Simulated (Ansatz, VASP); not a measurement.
# One calculation of WSe2, two programs

```xyz
6
Lattice="3.2997 0.0000 0.0000 -1.6498 2.8576 0.0000 0.0000 0.0000 13.0172" Properties=species:S:1:pos:R:3 pbc="T T T"
W     0.0000    1.9051    3.2543
W     1.6498    0.9525    9.7629
Se    1.6498    0.9525    4.9186
Se    1.6498    0.9525    1.5900
Se    0.0000    1.9051   11.4272
Se    0.0000    1.9051    8.0986
```

Change from the starting cell: uniaxial_z strain -1.0%.

Alike in both runs: task single point; functional PBE; k mesh 12 × 12 × 2; occupations fermi-dirac, width 0.02 eV; no spin polarisation.

```csv
,VASP,Ansatz
version,VASP 6.6.1,Ansatz 0.2.0
potentials or method,"VASP PAW PBE potentials, release 64 (W_sv, Se)","plane waves, PAW"
plane-wave cutoff (eV),520,420
valence electrons in the cell,52,92
```

```tsv
	VASP	Ansatz	Ansatz less VASP
gap on the k mesh at the Fermi level (eV)	0.99	1.00	+0.005
pressure (GPa)	3.9	3.6	-0.32
traceless stress, the component that is largest in VASP (GPa)	1.40	1.31	-0.082
rms of the force components (eV/Å)	0.153	0.130	-0.0228
```

Atom by atom the forces differ by 0.023 eV/Å (rms over components). With one functional, cell and mesh, what is left measures potentials, basis and numerics. VASP's potentials hold 52 valence electrons a cell and Ansatz's 92, so a difference there can come from the potentials and not from the codes.

Neither program's run includes spin-orbit coupling.
